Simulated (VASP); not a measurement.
Here is a VASP 6.6.1 calculation.

INCAR

```
PREC     = Accurate       # precision mode
ENCUT    = 520            # plane-wave cutoff, eV
EDIFF    = 1E-6           # SCF threshold, eV
ISMEAR   = 0              # smearing method
SIGMA    = 0.01           # smearing width, eV
LREAL    = False          # projectors in reciprocal space
LASPH    = True           # aspherical terms in the spheres
NELM     = 60             # most SCF steps
ALGO     = Normal         # electronic algorithm
ISIF     = 2              # what is computed and relaxed
LWAVE    = False          # write WAVECAR
LCHARG   = False          # write CHGCAR
GGA      = PS             # functional
NBANDS   = 11             # bands
```

The input KPOINTS:

```
regular mesh
0
Gamma
  8 8 8
```

Contents of POSCAR:

```
AlN
1.0
    0.0000000000      2.0175077230      2.0175077230
    2.0175077230      0.0000000000      2.0175077230
    2.0175077230      2.0175077230      0.0000000000
Al N
1 1
Direct
    0.0000000000      0.0000000000      0.0000000000
    0.5000000000      0.5000000000      0.5000000000
```

Potentials or basis: VASP PAW PBE potentials, release 64 (Al, N).

The run is started by

```sh
$ cat potpaw_PBE.64/Al/POTCAR potpaw_PBE.64/N/POTCAR > POTCAR
$ mpirun -np 1 vasp_std > vasp.out
```

Q: Estimate the band gap on the k mesh.

A: 4.61 eV, indirect (least direct gap 5.76 eV).

Q: Predict the pressure.

A: 1.9 GPa.

Caveat: the PAW data sets were made with another functional, which shifts forces and pressure a little. A hybrid or GW would open this gap; PBEsol tends to underestimate it.
